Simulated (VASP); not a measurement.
# KF (Fm-3m) in VASP: notebook

KF is run at these levels: r2SCAN; tasks: electric field gradients.

Program: VASP 6.6.1. These are calculated values, not measurements. Logs are shortened: lines on timing, memory, paths and dates and some standing lists are left out, and cuts for length are marked.

## (1) The cell of the first run

It takes space group Fm-3m (No. 225, cubic). Conventional cell: a = 5.344 Å, b = 5.344 Å, c = 5.344 Å, α = 90.00°, β = 90.00°, γ = 90.00°. Within 3.5 Å of K (site symmetry m-3m) lie 6 F at 2.67 Å. F (site symmetry m-3m) has 6 K at 2.67 Å within 3.5 Å.

## (2) Electric field gradients, r2SCAN (volume scaled by 1.02)

POSCAR

```
KF
1.0
    0.0000000000      2.6719928140      2.6719928140
    2.6719928140      0.0000000000      2.6719928140
    2.6719928140      2.6719928140      0.0000000000
K F
1 1
Direct
    0.0000000000      0.0000000000      0.0000000000
    0.5000000000      0.5000000000      0.5000000000
```

INCAR.step1

```
  ALGO = Normal
  EDIFF = 1E-4
  ENCUT = 520
  GGA = PE
  ISMEAR = -1
  LASPH = T
  LCHARG = F
  LREAL = F
  LWAVE = T
  NBANDS = 15
  NELM = 80
  PREC = Accurate
  SIGMA = 0.02
```

INCAR.step2

```
  ALGO = Normal
  EDIFF = 1E-8
  ENCUT = 520
  ISIF = 2
  ISMEAR = -1
  ISTART = 1
  LASPH = T
  LCHARG = F
  LEFG = T
  LMIXTAU = T
  LREAL = F
  LWAVE = F
  METAGGA = R2SCAN
  NBANDS = 15
  NELM = 80
  PREC = Accurate
  SIGMA = 0.02
```

KPOINTS

```
k-points
0
Gamma
  9 9 9
```

Potentials or basis: VASP PAW PBE potentials, release 64 (K_sv, F).

Launch:

```console
$ cat potpaw_PBE.64/K_sv/POTCAR potpaw_PBE.64/F/POTCAR > POTCAR
$ cp INCAR.step1 INCAR
$ mpirun -np 1 vasp_std > vasp.out
$ cp INCAR.step2 INCAR
$ mpirun -np 1 vasp_std > vasp.out
```

OUTCAR:

```text
EDIFF = 1E-8
   ENCUT = 520
   ISIF = 2
   ISMEAR = -1
   ISTART = 1
   LASPH = T
   LREAL = F
   METAGGA = R2SCAN
   NELM = 80
   PREC = Accurate

 ion  position               nearest neighbor table
   1  0.000  0.000  0.000-   2 2.67   2 2.67   2 2.67   2 2.67   2 2.67   2 2.67
   2  0.500  0.500  0.500-   1 2.67   1 2.67   1 2.67   1 2.67   1 2.67   1 2.67

  LATTYP: Found a face centered cubic cell.
 ALAT       =     5.3439856280

  Lattice vectors:

 A1 = (   0.0000000000,   2.6719928140,   2.6719928140)
 A2 = (   2.6719928140,   0.0000000000,   2.6719928140)
 A3 = (   2.6719928140,   2.6719928140,   0.0000000000)

Analysis of symmetry for initial positions (statically):
=====================================================================
 Subroutine PRICEL returns:
 Original cell was already a primitive cell.

 Routine SETGRP: Setting up the symmetry group for a
 face centered cubic supercell.

 Subroutine GETGRP returns: Found 48 space group operations
 (whereof 48 operations were pure point group operations)
 out of a pool of 48 trial point group operations.

The static configuration has the point symmetry O_h .

Analysis of symmetry for dynamics (positions and initial velocities):
=====================================================================
 Subroutine PRICEL returns:
 Original cell was already a primitive cell.

 Routine SETGRP: Setting up the symmetry group for a
 face centered cubic supercell.

 Subroutine GETGRP returns: Found 48 space group operations
 (whereof 48 operations were pure point group operations)
 out of a pool of 48 trial point group operations.

The dynamic configuration has the point symmetry O_h .

 Subroutine INISYM returns: Found 48 space group operations
 (whereof 48 operations are pure point group operations),
 and found     1 'primitive' translations

----------------------------------------------------------------------------------------

                                     Primitive cell

  volume of cell :      38.1536

  direct lattice vectors                    reciprocal lattice vectors
     0.000000000  2.671992814  2.671992814    -0.187126252  0.187126252  0.187126252
     2.671992814  0.000000000  2.671992814     0.187126252 -0.187126252  0.187126252
     2.671992814  2.671992814  0.000000000     0.187126252  0.187126252 -0.187126252

  length of vectors
     3.778768476  3.778768476  3.778768476     0.324112175  0.324112175  0.324112175

  position of ions in fractional coordinates (direct lattice)
     0.000000000  0.000000000  0.000000000
     0.500000000  0.500000000  0.500000000

  ion indices of the primitive-cell ions
   primitive index   ion index
                 1           1
                 2           2

----------------------------------------------------------------------------------------

 KPOINTS: k-points

Automatic generation of k-mesh.
 Grid dimensions read from file:
 generate k-points for:    9    9    9

 Generating k-lattice:

  Cartesian coordinates                     Fractional coordinates (reciprocal lattice)
    -0.020791806  0.020791806  0.020791806     0.111111111  0.000000000  0.000000000
     0.020791806 -0.020791806  0.020791806     0.000000000  0.111111111  0.000000000
     0.020791806  0.020791806 -0.020791806     0.000000000  0.000000000  0.111111111

  Length of vectors
     0.036012464  0.036012464  0.036012464

  Shift w.r.t. Gamma in fractional coordinates (k-lattice)
     0.000000000  0.000000000  0.000000000

 Subroutine IBZKPT returns following result:
 ===========================================

 Found     35 irreducible k-points:

 Following reciprocal coordinates:
            Coordinates               Weight
  0.000000  0.000000  0.000000      1.000000
  0.111111  0.000000  0.000000      8.000000
  0.222222  0.000000  0.000000      8.000000
  0.333333  0.000000  0.000000      8.000000
  0.444444  0.000000  0.000000      8.000000
  0.111111  0.111111  0.000000      6.000000
[... 16 lines left out ...]
 -0.333333  0.333333  0.000000     12.000000
  0.444444  0.444444  0.000000      6.000000
 [... further k-points ...]
   k-points           NKPTS =     35   k-points in BZ     NKDIM =     35   number of bands    NBANDS=     15
   number of dos      NEDOS =    301   number of ions     NIONS =      2
   total plane-waves  NPLWV =  21952
   dimension x,y,z NGX =    28 NGY =   28 NGZ =   28
   dimension x,y,z NGXF=    56 NGYF=   56 NGZF=   56
   ions per type =               1   1
   NGX,Y,Z   is equivalent  to a cutoff of  12.32, 12.32, 12.32 a.u.
   NGXF,Y,Z  is equivalent  to a cutoff of  24.64, 24.64, 24.64 a.u.
 SYSTEM =  unknown system
   PREC   = accura    normal or accurate (medium, high low for compatibility)
   ISTART =      1    job   : 0-new  1-cont  2-samecut
   ICHARG =      0    charge: 1-file 2-atom 10-const
   ISPIN  =      1    spin polarized calculation?
   LNONCOLLINEAR =      F non collinear calculations
   LSORBIT =      F    spin-orbit coupling
   LASPH  =      T    aspherical Exc in radial PAW
   ENCUT  =  520.0 eV  38.22 Ry    6.18 a.u.   7.03  7.03  7.03*2*pi/ulx,y,z
   NELM   =     80;   NELMIN=  2; NELMDL=  0     # of ELM steps
   EDIFF  = 0.1E-07   stopping-criterion for ELM
   LREAL  =      F    real-space projection
   EDIFFG = 0.1E-06   stopping-criterion for IOM
   NSW    =      0    number of steps for IOM
   IBRION =     -1    ionic relax: 0-MD 1-quasi-New 2-CG
   NFREE  =      0    steps in history (QN), initial steepest desc. (CG)
   ISIF   =      2    stress and relaxation
   ISYM   =      2    0-nonsym 1-usesym 2-fastsym
   POTIM  = 0.5000    time-step for ionic-motion
   TEBEG  =    0.0;   TEEND  =   0.0 temperature during run
   PSTRESS=    0.0 pullay stress
   NELECT =      16.0000    total number of electrons
   NUPDOWN=      -1.0000    fix difference up-down
   EMIN   =  10.00;   EMAX   =-10.00  energy-range for DOS
   EFERMI =   0.00;   METHOD = LEGACY
   ISMEAR =    -1;   SIGMA  =   0.02  broadening in eV -4-tet -1-fermi 0-gaus
   EFERMI_NEDOS =   21; number of points for ismear=-14 and -15
   IALGO  =     38    algorithm
   IMIX   =      4    mixing-type and parameters
     AMIX     =   0.40;   BMIX     =  1.00
     AMIX_MAG =   1.60;   BMIX_MAG =  1.00
  volume/ion in A,a.u.               =      19.08       128.74
  Fermi-wavevector in a.u.,A,eV,Ry     =   1.225376  2.315626 20.429794  1.501548
  Thomas-Fermi vector in A             =   2.360417
   LORBIT       =      0    0 simple, 1 ext, 2 COOP (PROOUT), +10 PAW based schemes
   METAGGA = R2SCAN    functional components
   LHFCALC =     F    Hartree Fock is set to
   AEXX    =    0.0000 exact exchange contribution
   IVDW    =     0    specifies the selected vdW correction
   LEPSILON=     F    determine dielectric tensor
   LRPA    =     F    only Hartree local field effects (RPA)
 non-spin polarized calculation
  energy-cutoff  :      520.00
  volume of cell :       38.15
 maximum number of plane-waves:      1037
   NGX = 13   NGY = 13   NGZ = 13

 number of electron      16.0000002 magnetization

 Free energy of the ion-electron system (eV)
  ---------------------------------------------------
  ext. energy  EPLUGINS =         0.00000000
  ---------------------------------------------------
  free energy    TOTEN  =       -14.97275857 eV

  energy without entropy =      -14.97275857  energy(sigma->0) =      -14.97275857

 E-fermi :  -2.9376     XC(G=0):  -8.8978

 val. band max:       -3.3500513486   @ k =   0.0000   0.0000   0.0000
 cond. band min:       3.4786353766   @ k =   0.0000   0.0000   0.0000
 fundamental gap:      6.8286867252
 Fermi energy:        -2.9376294720

 k-point     1 :       0.0000    0.0000    0.0000
  band No.  band energies     occupation
      1     -30.4741      2.00000
      2     -23.1388      2.00000
      3     -12.9598      2.00000
      4     -12.9598      2.00000
      5     -12.9598      2.00000
      6      -3.3501      2.00000
      7      -3.3501      2.00000
      8      -3.3501      2.00000
      9       3.4786      0.00000
     10       8.1025      0.00000
     11       8.1025      0.00000
     12       8.1025      0.00000
     13       9.9632      0.00000
     14       9.9632      0.00000
     15      13.8383      0.00000
[... 397 lines left out ...]
 k-point    24 :       0.4444    0.4444    0.0000
  band No.  band energies     occupation
      1     -30.3627      2.00000
      2     -23.1631      2.00000
      3     -13.4789      2.00000
      4     -13.1609      2.00000
      5     -13.1609      2.00000
      6      -3.5881      2.00000
      7      -3.4038      2.00000
      8      -3.4038      2.00000
      9       5.4668      0.00000
     10       7.6020      0.00000
     11       9.2374      0.00000
     12      11.2285      0.00000
     13      11.5905      0.00000
     14      11.5905      0.00000
     15      14.0104      0.00000

 [... further k-points ...]
[... 5 lines left out ...]
  --------------------------------------------------------------------------------------
  -------------------------------------------------------------------------------------
  Total       -0.1289047     -0.1289047     -0.1289047     -0.0000000     -0.0000000      0.0000000
  in kB       -5.4130679     -5.4130679     -5.4130679     -0.0000000     -0.0000000      0.0000000
  external PRESSURE =      -5.4130679 kB  Pullay stress =       0.0000000 kB

 VOLUME and BASIS-vectors are now :
 -----------------------------------------------------------------------------
  energy-cutoff  :      520.00
  volume of cell :       38.15
      direct lattice vectors                 reciprocal lattice vectors
     0.000000000  2.671992814  2.671992814    -0.187126252  0.187126252  0.187126252
     2.671992814  0.000000000  2.671992814     0.187126252 -0.187126252  0.187126252
     2.671992814  2.671992814  0.000000000     0.187126252  0.187126252 -0.187126252

 POSITION                                       TOTAL-FORCE (eV/Angst)
 -----------------------------------------------------------------------------------
      0.00000      0.00000      0.00000        -0.000000      0.000000      0.000000
      2.67199      2.67199      2.67199         0.000000     -0.000000     -0.000000
 -----------------------------------------------------------------------------------
    total drift:                                0.000000      0.000000      0.000000

  FREE ENERGIE OF THE ION-ELECTRON SYSTEM (eV)
  ---------------------------------------------------
  free  energy   TOTEN  =       -14.9727585658 eV

  energy  without entropy=      -14.9727585658  energy(sigma->0) =      -14.97275857

 Electric field gradients (V/A^2)
---------------------------------------------------------------------
 ion       V_xx      V_yy      V_zz      V_xy      V_xz      V_yz
---------------------------------------------------------------------
   1       0.000    -0.000    -0.000     0.000     0.000     0.000
   2      -0.000    -0.000    -0.000     0.008     0.008     0.008
---------------------------------------------------------------------

 Electric field gradients after diagonalization (V/A^2)
 (convention: |V_zz| > |V_xx| > |V_yy|)
----------------------------------------------------------------------
 ion       V_xx      V_yy      V_zz     asymmetry (V_yy - V_xx)/ V_zz
----------------------------------------------------------------------
   1      -0.000    -0.000     0.001       0.000
   2      -0.008    -0.008     0.015       0.000
----------------------------------------------------------------------

           NMR quadrupolar parameters

 Cq : quadrupolar parameter    Cq=e*Q*V_zz/h
 eta: asymmetry parameters     (V_yy - V_xx)/ V_zz
 Q  : nuclear electric quadrupole moment in mb (millibarn)
----------------------------------------------------------------------
 ion       Cq(MHz)       eta       Q (mb)
----------------------------------------------------------------------
   1       0.000       0.000       1.000
   2       0.000       0.000       1.000
----------------------------------------------------------------------
```

Wall time 74 s (1 thread of Intel Xeon Platinum 8375C at 2.90GHz (Ice Lake), shared host); peak memory 0.17 GiB.

Results:

```yaml
Free_energy: -14.9728 eV
Pressure: -0.5 GPa
Band_gap_on_the_k_mesh: 6.83 eV, direct
```

Caveat: without QUAD_EFG the Cq values of the log hold for a quadrupole moment of 1 mb, not for the nuclei; the PAW data sets were made with another functional, which shifts forces and pressure a little. A k mesh can miss the band edges.

## (3) Electric field gradients, r2SCAN (volume scaled by 1.04)

POSCAR

```
KF
1.0
    0.0000000000      2.6893439029      2.6893439029
    2.6893439029      0.0000000000      2.6893439029
    2.6893439029      2.6893439029      0.0000000000
K F
1 1
Direct
    0.0000000000      0.0000000000      0.0000000000
    0.5000000000      0.5000000000      0.5000000000
```

INCAR.step1

```
PREC = Accurate ; ENCUT = 520
ISMEAR = -1 ; SIGMA = 0.02
LREAL = False ; LASPH = True
NELM = 100 ; NBANDS = 15
GGA = PE ; ALGO = Normal
EDIFF = 1E-4 ; LWAVE = True
LCHARG = False
```

INCAR.step2

```
PREC = Accurate ; ENCUT = 520
EDIFF = 1E-8 ; ISMEAR = -1
SIGMA = 0.02 ; LREAL = False
LASPH = True ; NELM = 100
ALGO = Normal ; ISIF = 2
LWAVE = False ; LCHARG = False
METAGGA = R2SCAN ; LMIXTAU = True
LEFG = True ; NBANDS = 15
ISTART = 1
```

KPOINTS

```
Automatic mesh
0
Gamma
  9 9 9
```

Potentials or basis: VASP PAW PBE potentials, release 64 (K_sv, F).

Launch:

```console
$ cat potpaw_PBE.64/K_sv/POTCAR potpaw_PBE.64/F/POTCAR > POTCAR
$ cp INCAR.step1 INCAR
$ mpirun -np 1 vasp_std > vasp.out
$ cp INCAR.step2 INCAR
$ mpirun -np 1 vasp_std > vasp.out
```

OUTCAR:

```text
PREC = Accurate
   ENCUT = 520
   EDIFF = 1E-8
   ISMEAR = -1
   LREAL = False
   LASPH = True
   NELM = 100
   ISIF = 2
   METAGGA = R2SCAN
   ISTART = 1

 ion  position               nearest neighbor table
   1  0.000  0.000  0.000-   2 2.69   2 2.69   2 2.69   2 2.69   2 2.69   2 2.69
   2  0.500  0.500  0.500-   1 2.69   1 2.69   1 2.69   1 2.69   1 2.69   1 2.69

  LATTYP: Found a face centered cubic cell.
 ALAT       =     5.3786878058

  Lattice vectors:

 A1 = (   0.0000000000,   2.6893439029,   2.6893439029)
 A2 = (   2.6893439029,   0.0000000000,   2.6893439029)
 A3 = (   2.6893439029,   2.6893439029,   0.0000000000)

Analysis of symmetry for initial positions (statically):
=====================================================================
 Subroutine PRICEL returns:
 Original cell was already a primitive cell.

 Routine SETGRP: Setting up the symmetry group for a
 face centered cubic supercell.

 Subroutine GETGRP returns: Found 48 space group operations
[... 620 lines left out ...]
     0.000000000  2.689343903  2.689343903    -0.185918952  0.185918952  0.185918952
     2.689343903  0.000000000  2.689343903     0.185918952 -0.185918952  0.185918952
     2.689343903  2.689343903  0.000000000     0.185918952  0.185918952 -0.185918952

 POSITION                                       TOTAL-FORCE (eV/Angst)
 -----------------------------------------------------------------------------------
      0.00000      0.00000      0.00000         0.000000     -0.000000      0.000000
      2.68934      2.68934      2.68934         0.000000      0.000000     -0.000000
 -----------------------------------------------------------------------------------
    total drift:                                0.000000      0.000000      0.000000

  FREE ENERGIE OF THE ION-ELECTRON SYSTEM (eV)
  ---------------------------------------------------
  free  energy   TOTEN  =       -14.9698437763 eV

  energy  without entropy=      -14.9698437763  energy(sigma->0) =      -14.96984378

 Electric field gradients (V/A^2)
---------------------------------------------------------------------
 ion       V_xx      V_yy      V_zz      V_xy      V_xz      V_yz
---------------------------------------------------------------------
   1      -0.000     0.000    -0.000     0.000     0.000     0.000
   2       0.000    -0.000    -0.000     0.008     0.008     0.008
---------------------------------------------------------------------

 Electric field gradients after diagonalization (V/A^2)
 (convention: |V_zz| > |V_xx| > |V_yy|)
----------------------------------------------------------------------
 ion       V_xx      V_yy      V_zz     asymmetry (V_yy - V_xx)/ V_zz
----------------------------------------------------------------------
   1      -0.000    -0.000     0.000       0.000
   2      -0.008    -0.008     0.016       0.000
----------------------------------------------------------------------

           NMR quadrupolar parameters

 Cq : quadrupolar parameter    Cq=e*Q*V_zz/h
 eta: asymmetry parameters     (V_yy - V_xx)/ V_zz
 Q  : nuclear electric quadrupole moment in mb (millibarn)
----------------------------------------------------------------------
 ion       Cq(MHz)       eta       Q (mb)
----------------------------------------------------------------------
   1       0.000       0.000       1.000
   2       0.000       0.000       1.000
----------------------------------------------------------------------
```

It took 68 s on 1 thread of Intel Xeon Platinum 8375C at 2.90GHz (Ice Lake), shared host; peak memory 0.17 GiB.

What came out:

```yaml
Free_energy: -14.9698 eV
Pressure: -1.2 GPa
Band_gap_on_the_k_mesh: 6.73 eV, direct
```

Caveat: without QUAD_EFG the Cq values of the log hold for a quadrupole moment of 1 mb, not for the nuclei; the PAW data sets were made with another functional, which shifts forces and pressure a little. A k mesh can miss the band edges.
